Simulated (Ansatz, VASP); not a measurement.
Bi2Se3 in VASP and in Ansatz

```
CELL_PARAMETERS angstrom
2.09221 1.20794 9.54533
-2.09221 1.20794 9.54533
0.00000 -2.41588 9.54533
ATOMIC_POSITIONS crystal
Bi 0.40080 0.40080 0.40080
Bi 0.59920 0.59920 0.59920
Se 0.00000 0.00000 0.00000
Se 0.21170 0.21170 0.21170
Se 0.78830 0.78830 0.78830
```

Change from the starting cell: equal xx and yy strain of +1 %.

Alike in both runs: task single point; functional PBE; k mesh 6 × 6 × 6; occupations fermi-dirac, width 0.03 eV; no spin polarisation.

```csv
,VASP,Ansatz
version,VASP 6.6.1,Ansatz 0.2.0
potentials or method,"VASP PAW PBE potentials, release 64 (Bi_d, Se), cutoff 520 eV","all-electron LAPW, scalar-relativistic"
```

```csv
,VASP,Ansatz,Ansatz less VASP
pressure (GPa),1.2,1.2,-0.01
"traceless stress, the component that is largest in VASP (GPa)",0.30,0.30,-0.001
rms of the force components (eV/Å),0.049,0.044,-0.0048
```

Atom by atom the forces differ by 0.005 eV/Å (rms over components). Ansatz ran all-electron here, and VASP with PAW potentials.

Neither program's run includes spin-orbit coupling.
